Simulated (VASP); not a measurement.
# CuO (Cccm) in VASP: further runs

CuO is run at these levels: PBE; tasks: single point.

All numbers are computed with VASP 6.6.1; they aren't measurements. Logs are shortened: lines on timing, memory, paths and dates and some standing lists are left out, and cuts for length are marked.

### 1 The cell of the first run

The structure is orthorhombic, space group Cccm (No. 66). The conventional cell has a = 3.141 Å, b = 4.669 Å, c = 5.177 Å, α = 90.00°, β = 90.00°, γ = 90.00°. Within 2.5 Å of Cu (site symmetry 2/m) lie 4 O at 1.91 Å. O (site symmetry 222) has 4 Cu at 1.91 Å within 2.5 Å.

### 2 Single point, PBE

The input, INCAR:

```
  PREC = Accurate
  ENCUT = 520
  EDIFF = 1E-6
  ISMEAR = -1
  SIGMA = 0.05
  LREAL = F
  LASPH = T
  NELM = 100
  ALGO = Normal
  ISIF = 2
  LWAVE = F
  LCHARG = F
  GGA = PE
  NBANDS = 25
```

The input, KPOINTS:

```
Automatic mesh
0
Gamma
  9 9 5
```

The input, POSCAR:

```
CuO
1.0
    1.5703059391     -2.3345294837      0.0000000000
    1.5703059391      2.3345294837      0.0000000000
    0.0000000000      0.0000000000      5.1765230657
Cu O
2 2
Direct
    0.5000000000      0.0000000000      0.0000000000
    0.0000000000      0.5000000000      0.5000000000
    0.5000000000      0.5000000000      0.2500000000
    0.5000000000      0.5000000000      0.7500000000
```

Potentials or basis: VASP PAW PBE potentials, release 64 (Cu, O).

On the command line:

```
$ cat potpaw_PBE.64/Cu/POTCAR potpaw_PBE.64/O/POTCAR > POTCAR
$ mpirun -np 1 vasp_std > vasp.out
```

OUTCAR:

```text
PREC = Accurate
   ENCUT = 520
   EDIFF = 1E-6
   ISMEAR = -1
   LREAL = F
   LASPH = T
   NELM = 100
   ISIF = 2
   GGA = PE

 ion  position               nearest neighbor table
   1  0.500  0.000  0.000-   3 1.91   4 1.91   3 1.91   4 1.91
   2  0.000  0.500  0.500-   3 1.91   4 1.91   3 1.91   4 1.91
   3  0.500  0.500  0.250-   1 1.91   2 1.91   1 1.91   2 1.91
   4  0.500  0.500  0.750-   1 1.91   2 1.91   1 1.91   2 1.91

  LATTYP: Found a base centered orthorhombic cell.
 ALAT       =     3.1406118782
 B/A-ratio  =     1.4866717533
 C/A-ratio  =     1.6482530368

  Lattice vectors:

 A1 = (   1.5703059391,  -2.3345294837,   0.0000000000)
 A2 = (   1.5703059391,   2.3345294837,   0.0000000000)
 A3 = (   0.0000000000,   0.0000000000,   5.1765230657)

Analysis of symmetry for initial positions (statically):
=====================================================================
 Subroutine PRICEL returns:
 Original cell was already a primitive cell.

 Routine SETGRP: Setting up the symmetry group for a
 base centered orthorhombic supercell.

 Subroutine GETGRP returns: Found  8 space group operations
 (whereof  4 operations were pure point group operations)
 out of a pool of  8 trial point group operations.

The static configuration has the point symmetry C_2h.
 The point group associated with its full space group is D_2h.

Analysis of symmetry for dynamics (positions and initial velocities):
=====================================================================
 Subroutine PRICEL returns:
 Original cell was already a primitive cell.

 Routine SETGRP: Setting up the symmetry group for a
 base centered orthorhombic supercell.

 Subroutine GETGRP returns: Found  8 space group operations
 (whereof  4 operations were pure point group operations)
 out of a pool of  8 trial point group operations.

The dynamic configuration has the point symmetry C_2h.
 The point group associated with its full space group is D_2h.

 Subroutine INISYM returns: Found  8 space group operations
 (whereof  4 operations are pure point group operations),
 and found     1 'primitive' translations

----------------------------------------------------------------------------------------

                                     Primitive cell

  volume of cell :      37.9535

  direct lattice vectors                    reciprocal lattice vectors
     1.570305939 -2.334529484  0.000000000     0.318409291 -0.214175920  0.000000000
     1.570305939  2.334529484  0.000000000     0.318409291  0.214175920  0.000000000
     0.000000000  0.000000000  5.176523066     0.000000000  0.000000000  0.193179860

  length of vectors
     2.813518909  2.813518909  5.176523066     0.383739236  0.383739236  0.193179860

  position of ions in fractional coordinates (direct lattice)
     0.500000000  1.000000000  0.000000000
     1.000000000  0.500000000  0.500000000
     0.500000000  0.500000000  0.250000000
     0.500000000  0.500000000  0.750000000

  ion indices of the primitive-cell ions
   primitive index   ion index
                 1           1
                 2           2
                 3           3
                 4           4

----------------------------------------------------------------------------------------

 KPOINTS: Automatic mesh

Automatic generation of k-mesh.
 Grid dimensions read from file:
 generate k-points for:    9    9    5

 Generating k-lattice:

  Cartesian coordinates                     Fractional coordinates (reciprocal lattice)
     0.035378810 -0.023797324  0.000000000     0.111111111 -0.000000000  0.000000000
     0.035378810  0.023797324  0.000000000    -0.000000000  0.111111111  0.000000000
     0.000000000  0.000000000  0.038635972     0.000000000  0.000000000  0.200000000

  Length of vectors
     0.042637693  0.042637693  0.038635972

  Shift w.r.t. Gamma in fractional coordinates (k-lattice)
     0.000000000  0.000000000  0.000000000

 Subroutine IBZKPT returns following result:
 ===========================================

 Found     75 irreducible k-points:

 Following reciprocal coordinates:
            Coordinates               Weight
  0.000000  0.000000  0.000000      1.000000
  0.111111  0.000000  0.000000      4.000000
  0.222222  0.000000  0.000000      4.000000
  0.333333  0.000000  0.000000      4.000000
  0.444444  0.000000  0.000000      4.000000
  0.111111  0.111111  0.000000      2.000000
[... 16 lines left out ...]
 -0.333333  0.333333  0.000000      2.000000
  0.444444  0.444444  0.000000      2.000000
 [... further k-points ...]
   k-points           NKPTS =     75   k-points in BZ     NKDIM =     75   number of bands    NBANDS=     25
   number of dos      NEDOS =    301   number of ions     NIONS =      4
   total plane-waves  NPLWV =  23040
   dimension x,y,z NGX =    24 NGY =   24 NGZ =   40
   dimension x,y,z NGXF=    48 NGYF=   48 NGZF=   80
   ions per type =               2   2
   NGX,Y,Z   is equivalent  to a cutoff of  14.18, 14.18, 12.85 a.u.
   NGXF,Y,Z  is equivalent  to a cutoff of  28.36, 28.36, 25.69 a.u.
 SYSTEM =  unknown system
   PREC   = accura    normal or accurate (medium, high low for compatibility)
   ISTART =      0    job   : 0-new  1-cont  2-samecut
   ICHARG =      2    charge: 1-file 2-atom 10-const
   ISPIN  =      1    spin polarized calculation?
   LNONCOLLINEAR =      F non collinear calculations
   LSORBIT =      F    spin-orbit coupling
   LASPH  =      T    aspherical Exc in radial PAW
   ENCUT  =  520.0 eV  38.22 Ry    6.18 a.u.   5.23  5.23  9.62*2*pi/ulx,y,z
   NELM   =    100;   NELMIN=  2; NELMDL= -5     # of ELM steps
   EDIFF  = 0.1E-05   stopping-criterion for ELM
   LREAL  =      F    real-space projection
   EDIFFG = 0.1E-04   stopping-criterion for IOM
   NSW    =      0    number of steps for IOM
   IBRION =     -1    ionic relax: 0-MD 1-quasi-New 2-CG
   NFREE  =      0    steps in history (QN), initial steepest desc. (CG)
   ISIF   =      2    stress and relaxation
   ISYM   =      2    0-nonsym 1-usesym 2-fastsym
   POTIM  = 0.5000    time-step for ionic-motion
   TEBEG  =    0.0;   TEEND  =   0.0 temperature during run
   PSTRESS=    0.0 pullay stress
   NELECT =      34.0000    total number of electrons
   NUPDOWN=      -1.0000    fix difference up-down
   EMIN   =  10.00;   EMAX   =-10.00  energy-range for DOS
   EFERMI =   0.00;   METHOD = LEGACY
   ISMEAR =    -1;   SIGMA  =   0.05  broadening in eV -4-tet -1-fermi 0-gaus
   EFERMI_NEDOS =   21; number of points for ismear=-14 and -15
   IALGO  =     38    algorithm
   IMIX   =      4    mixing-type and parameters
     AMIX     =   0.40;   BMIX     =  1.00
     AMIX_MAG =   1.60;   BMIX_MAG =  1.00
  volume/ion in A,a.u.               =       9.49        64.03
  Fermi-wavevector in a.u.,A,eV,Ry     =   1.578158  2.982287 33.886444  2.490583
  Thomas-Fermi vector in A             =   2.678731
   LORBIT       =      0    0 simple, 1 ext, 2 COOP (PROOUT), +10 PAW based schemes
   GGA     = PE    functional components
   LHFCALC =     F    Hartree Fock is set to
   AEXX    =    0.0000 exact exchange contribution
   IVDW    =     0    specifies the selected vdW correction
   LEPSILON=     F    determine dielectric tensor
   LRPA    =     F    only Hartree local field effects (RPA)
 non-spin polarized calculation
  energy-cutoff  :      520.00
  volume of cell :       37.95
 maximum number of plane-waves:      1038
 NGX is ok and might be reduce to    24
   NGX = 11   NGY = 11   NGZ = 19

 number of electron      34.0000010 magnetization

 Free energy of the ion-electron system (eV)
  ---------------------------------------------------
  ext. energy  EPLUGINS =         0.00000000
  ---------------------------------------------------
  free energy    TOTEN  =       -19.26848442 eV

  energy without entropy =      -19.24631148  energy(sigma->0) =      -19.25739795

 E-fermi :   6.6260     XC(G=0): -12.3019

 val. band max:        6.6149400840   @ k =   0.4444   0.1111   0.4000
 cond. band min:       6.6380144744   @ k =  -0.1111   0.1111   0.2000
 fundamental gap:      0.0230743904
 Fermi energy:         6.6260421918

 k-point     1 :       0.0000    0.0000    0.0000
  band No.  band energies     occupation
      1     -13.9083      2.00000
      2     -12.5234      2.00000
      3      -2.3772      2.00000
      4       0.6610      2.00000
      5       1.5860      2.00000
      6       2.8907      2.00000
[... 17 lines left out ...]
     24      23.4930      0.00000
     25      24.3421      0.00000

 k-point     2 :       0.1111    0.0000    0.0000
  band No.  band energies     occupation
      1     -13.8074      2.00000
      2     -12.4777      2.00000
      3      -2.2235      2.00000
      4       0.6055      2.00000
      5       1.4626      2.00000
      6       2.0798      2.00000
[... 17 lines left out ...]
     24      23.5661      0.00000
     25      23.8052      0.00000

 k-point     3 :       0.2222    0.0000    0.0000
  band No.  band energies     occupation
      1     -13.5389      2.00000
      2     -12.3589      2.00000
      3      -1.8183      2.00000
      4       0.4544      2.00000
      5       0.7633      2.00000
      6       1.2551      2.00000
[... 17 lines left out ...]
     24      22.4562      0.00000
     25      22.7536      0.00000

 k-point     4 :       0.3333    0.0000    0.0000
  band No.  band energies     occupation
      1     -13.2081      2.00000
      2     -12.2181      2.00000
      3      -1.3314      2.00000
      4      -0.3993      2.00000
      5       0.2873      2.00000
      6       1.1173      2.00000
[... 17 lines left out ...]
     24      21.1537      0.00000
     25      22.0596      0.00000
[... 477 lines left out ...]
 k-point    22 :      -0.4444    0.3333    0.0000
  band No.  band energies     occupation
      1     -12.6608      2.00000
      2     -12.1122      2.00000
      3      -1.0996      2.00000
      4      -0.2048      2.00000
      5       0.5218      2.00000
      6       0.6352      2.00000
[... 17 lines left out ...]
     24      20.2340      0.00000
     25      21.2623      0.00000

 k-point    23 :      -0.3333    0.3333    0.0000
  band No.  band energies     occupation
      1     -12.8747      2.00000
      2     -12.1866      2.00000
      3      -0.6556      2.00000
      4      -0.5869      2.00000
      5       0.6768      2.00000
      6       0.8237      2.00000
[... 17 lines left out ...]
     24      21.1430      0.00000
     25      21.8626      0.00000

 k-point    24 :       0.4444    0.4444    0.0000
  band No.  band energies     occupation
      1     -12.4751      2.00000
      2     -12.0599      2.00000
      3      -1.4531      2.00000
      4       0.1804      2.00000
      5       0.4022      2.00000
      6       0.4239      2.00000
[... 17 lines left out ...]
     24      19.2671      0.00000
     25      21.0889      0.00000

 [... further k-points ...]

------------------------ aborting loop because EDIFF is reached ----------------------------------------

  FORCE on cell =-STRESS in cart. coord.  units (eV):
  Direction    XX          YY          ZZ          XY          YZ          ZX
  --------------------------------------------------------------------------------------
  -------------------------------------------------------------------------------------
  Total        4.8164401      5.0345317      5.0665785      0.0000000      0.0000000      0.0000000
  in kB      203.3222767    212.5288433    213.8816747      0.0000000      0.0000000      0.0000000
  external PRESSURE =     209.9109315 kB  Pullay stress =       0.0000000 kB

 VOLUME and BASIS-vectors are now :
 -----------------------------------------------------------------------------
  energy-cutoff  :      520.00
  volume of cell :       37.95
      direct lattice vectors                 reciprocal lattice vectors
     1.570305939 -2.334529484  0.000000000     0.318409291 -0.214175920  0.000000000
     1.570305939  2.334529484  0.000000000     0.318409291  0.214175920  0.000000000
     0.000000000  0.000000000  5.176523066     0.000000000  0.000000000  0.193179860

 POSITION                                       TOTAL-FORCE (eV/Angst)
 -----------------------------------------------------------------------------------
      0.78515     -1.16726      0.00000         0.000000     -0.000000     -0.000000
      0.78515      1.16726      2.58826        -0.000000     -0.000000     -0.000000
      1.57031      0.00000      1.29413        -0.000000      0.000000      0.000000
      1.57031      0.00000      3.88239        -0.000000      0.000000     -0.000000
 -----------------------------------------------------------------------------------
    total drift:                                0.000000     -0.000000     -0.000000

  FREE ENERGIE OF THE ION-ELECTRON SYSTEM (eV)
  ---------------------------------------------------
  free  energy   TOTEN  =       -19.2684844153 eV

  energy  without entropy=      -19.2463114845  energy(sigma->0) =      -19.25739795
```

Run time: 49 s. Hardware: 1 thread of Intel Xeon Platinum 8375C at 2.90GHz (Ice Lake), shared host; peak memory 0.2 GiB.

Results:

```yaml
Free_energy: -19.2685 eV
Pressure: 21.0 GPa
Band_gap_on_the_k_mesh: zero (band 17 reaches 6.84 eV, above the bottom of band 18 at 6.32 eV)
```

Caveat: semilocal functionals often make such compounds metallic where correlation or magnetic order opens a gap, which also shifts bond lengths. With open d or f shells a metallic result of PBE can be an artefact of self-interaction; +U or a hybrid may open a gap.

### 3 Single point, PBE

This run uses another cell than the first one, of 11.05 Å³/atom, 1.165 times its volume.

The input, INCAR:

```
SYSTEM = CuO
PREC     = Accurate       ! precision mode
ENCUT    = 520            ! plane-wave cutoff, eV
EDIFF    = 1E-7           ! SCF threshold, eV
ISMEAR   = -1             ! smearing method
SIGMA    = 0.05           ! smearing width, eV
LREAL    = .False.        ! projectors in reciprocal space
LASPH    = .True.         ! aspherical terms in the spheres
NELM     = 80             ! most SCF steps
ALGO     = Normal         ! electronic algorithm
ISIF     = 2              ! what is computed and relaxed
LWAVE    = .False.        ! write WAVECAR
LCHARG   = .False.        ! write CHGCAR
GGA      = PE             ! functional
NBANDS   = 25             ! bands
```

The input, KPOINTS:

```
regular mesh
0
Gamma
  3 3 2
  0 0 0
```

The input, POSCAR:

```
CuO
1.0
    1.9909680000     -2.1535500000      0.0000000000
    1.9909680000      2.1535500000      0.0000000000
    0.0000000000      0.0000000000      5.1559280000
Cu O
2 2
Direct
    0.5000000000      0.0000000000      0.0000000000
    0.0000000000      0.5000000000      0.5000000000
    0.5000000000      0.5000000000      0.2500000000
    0.5000000000      0.5000000000      0.7500000000
```

Potentials or basis: VASP PAW PBE potentials, release 64 (Cu, O).

On the command line:

```
$ cat potpaw_PBE.64/Cu/POTCAR potpaw_PBE.64/O/POTCAR > POTCAR
$ mpirun -np 1 vasp_std > vasp.out
```

Run time: 8.4 s. Hardware: 1 thread of Intel Xeon Platinum 8559C (Emerald Rapids), shared host; peak memory 0.15 GiB.

Results (log left out):

```yaml
Free_energy: -19.9113 eV
Pressure: 1.1 GPa
Band_gap_on_the_k_mesh: zero (band 17 reaches 5.46 eV, above the bottom of band 18 at 4.45 eV)
```

Stress tensor (GPa, compression positive):
```
 2.46  0.00  0.00
 0.00  1.01  0.00
 0.00  0.00 -0.03
```

Levels at points of the mesh, in eV from the Fermi level:
| k point | band 14 | band 15 | band 16 | band 17 | band 18 | band 19 | band 20 | band 21 |
| --- | --- | --- | --- | --- | --- | --- | --- | --- |
| (0.00, 0.00, 0.00) | -2.43 | -2.36 | -1.97 | 0.47 | 0.66 | 1.34 | 6.05 | 7.21 |
| (0.00, 0.00, 0.50) | -2.35 | -1.64 | -1.64 | 0.02 | 0.02 | 3.41 | 3.41 | 11.56 |

Caveat: the k points lie up to 0.72 Å⁻¹ apart; semilocal functionals often make such compounds metallic where correlation or magnetic order opens a gap, which also shifts bond lengths.

### 4 Single point, PBE

This run uses another cell than the first one, of 11.05 Å³/atom, 1.165 times its volume.

The input, INCAR:

```
PREC = Accurate
ENCUT = 520
EDIFF = 1E-6
ISMEAR = -1
SIGMA = 0.03
LREAL = False
LASPH = True
NELM = 80
ALGO = Normal
ISIF = 2
LWAVE = False
LCHARG = False
GGA = PE
NBANDS = 25
```

The input, KPOINTS:

```
regular mesh
0
Gamma
  5 5 3
```

POSCAR is that of step 3.

On the command line:

```
$ cat potpaw_PBE.64/Cu/POTCAR potpaw_PBE.64/O/POTCAR > POTCAR
$ mpirun -np 1 vasp_std > vasp.out
```

Run time: 35 s. Hardware: 1 thread of AMD EPYC 7R13, shared host; peak memory 0.13 GiB.

Results (log left out):

```yaml
Free_energy: -19.7281 eV
Pressure: 1.8 GPa
Band_gap_on_the_k_mesh: zero (band 17 reaches 5.47 eV, above the bottom of band 18 at 4.77 eV)
```

Stress tensor (GPa, compression positive):
```
2.18 0.00 0.00
0.00 1.03 0.00
0.00 0.00 2.33
```

Levels at points of the mesh, in eV from the Fermi level:
```csv
k point,band 14,band 15,band 16,band 17,band 18,band 19,band 20,band 21
"(0.00, 0.00, 0.00)",-2.44,-2.38,-1.99,0.50,0.69,1.35,6.07,7.23
```

Caveat: the k points lie up to 0.43 Å⁻¹ apart; semilocal functionals often make such compounds metallic where correlation or magnetic order opens a gap, which also shifts bond lengths. With open d or f shells a metallic result of PBE can be an artefact of self-interaction; +U or a hybrid may open a gap.

### 5 Overview

```csv
cell,k mesh,smearing,gap on the mesh (eV),pressure (GPa)
"a = 2.814, b = 2.814, c = 5.177 Å, angles 90.0, 90.0, 112.1°, 4 atoms",9 × 9 × 5,fermi-dirac 0.05 eV,none,21.0
"a = 2.933, b = 2.933, c = 5.156 Å, angles 90.0, 90.0, 94.5°, 4 atoms",3 × 3 × 2,fermi-dirac 0.05 eV,none,1.1
"a = 2.933, b = 2.933, c = 5.156 Å, angles 90.0, 90.0, 94.5°, 4 atoms",5 × 5 × 3,fermi-dirac 0.03 eV,none,1.8
```

Alike in all rows: task single point; level PBE; potentials or basis VASP PAW PBE potentials, release 64 (Cu, O); no spin polarisation; cutoff (eV) 520.

Caveats: some runs use coarse meshes; semilocal functionals often make such compounds metallic where correlation or magnetic order opens a gap, which also shifts bond lengths.

Total energies depend on the potentials used, so only differences within one code and one set of settings carry meaning.
